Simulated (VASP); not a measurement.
Write the native input for VASP 6.6.1 that does the following.

```
Task                   : single point
Functional             : PBE
Potentials or basis    : VASP PAW PBE potentials, release 64 (Ru_pv)
Cutoff                 : 520 eV
k mesh                 : 8 × 8 × 8
Occupations            : gaussian, width 0.1 eV
Spin                   : no spin polarisation
Dipole correction      : no
Further INCAR settings : ALGO = Normal; EDIFF = 1e-06; NBANDS = 21
```

The structure of Ru lies in POSCAR:

```
Ru
1.0
    0.0000000000      4.1047402930      1.9369959379
    1.9371830846      0.0000000000      1.9369959379
    1.9371830846      4.1047402930      0.0000000000
Ru
2
Direct
    0.1492196309      0.8507803691      0.1492196309
    0.8507803691      0.1492196309      0.8507803691
```

These files were run (other wordings do the same):

INCAR

```
PREC = Accurate
ENCUT = 520
EDIFF = 1E-6
ISMEAR = 0
SIGMA = 0.1
LREAL = False
LASPH = True
NELM = 80
ALGO = Normal
ISIF = 2
LWAVE = False
LCHARG = True
GGA = PE
LELF = True
LVHAR = True
NBANDS = 21
```

KPOINTS

```
Automatic mesh
0
Gamma
  8 8 8
```

Potentials or basis: VASP PAW PBE potentials, release 64 (Ru_pv).

Command:

```console
$ cat potpaw_PBE.64/Ru_pv/POTCAR > POTCAR
$ mpirun -np 1 vasp_std > vasp.out
```

It gave:

| Item | Value |
| --- | --- |
| Pressure | -0.2 GPa |
| Band gap on the k mesh | zero (bands 14 and 15 overlap by 3.06 eV) |

Run time: 60 s on 1 thread of AMD EPYC 7R13 Processor (Zen 3), with other jobs on the host, peak memory 0.16 GiB.
